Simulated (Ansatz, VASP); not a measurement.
# One calculation of Pb, two programs

INCAR

```
SYSTEM = Pb
PREC     = Accurate       ! precision mode
ENCUT    = 500            ! plane-wave cutoff, eV
EDIFF    = 1E-6           ! SCF threshold, eV
ISMEAR   = 0              ! smearing method
SIGMA    = 0.05           ! smearing width, eV
LREAL    = .FALSE.        ! projectors in reciprocal space
LASPH    = .TRUE.         ! aspherical terms in the spheres
NELM     = 120            ! most SCF steps
ALGO     = Normal         ! electronic algorithm
ISIF     = 2              ! what is computed and relaxed
LWAVE    = .FALSE.        ! write WAVECAR
LCHARG   = .TRUE.         ! write CHGCAR
GGA      = PE             ! functional
LELF     = .TRUE.         ! ELF
LVHAR    = .TRUE.       
NBANDS   = 13             ! bands
GGA_COMPAT= .FALSE.
```

KPOINTS

```
Automatic mesh
0
G
  8 8 8
  0 0 0
```

File POSCAR:

```
Pb
1.0
   -1.9988182804      1.9988182804      1.9988182804
    1.9988182804     -1.9988182804      1.9988182804
    1.9988182804      1.9988182804     -1.9988182804
Pb
1
Direct
    0.0000000000      0.0000000000      0.0000000000
```

Input for Ansatz:

```yaml
crystal:
  lattice:
    - [-1.9988182804, 1.9988182804, 1.9988182804]
    - [1.9988182804, -1.9988182804, 1.9988182804]
    - [1.9988182804, 1.9988182804, -1.9988182804]
  atoms:
    - { symbol: Pb, position: [0.0, 0.0, 0.0] }
basis:
  ecutwfc: 600
  ecutrho_ratio: 5
kpoints:
  mp_grid: { grid: [8, 8, 8] }
hamiltonian:
  xc: pbe
scf:
  occupations: { method: gaussian, width: 0.05 }
output:
  forces: true
  stress: true
  eigenvalues: true
```

Alike in both runs: task single point; functional PBE; k mesh 8 × 8 × 8; occupations gaussian, width 0.05 eV; no spin polarisation.

|  | VASP | Ansatz |
| --- | --- | --- |
| version | VASP 6.6.1 | Ansatz 0.2.0 |
| potentials or method | VASP PAW PBE potentials, release 64 (Pb_d), cutoff 500 eV | scalar-relativistic, plane waves, PAW |
| valence electrons in the cell | 14 | 14 |

```csv
,VASP,Ansatz,Ansatz less VASP
gap on the k mesh at the Fermi level (eV),none,none,-
pressure (GPa),-0.1,0.0,+0.07
```

A gap of «none» marks a metal or a gap that the smearing closes.

Neither program's run includes spin-orbit coupling.
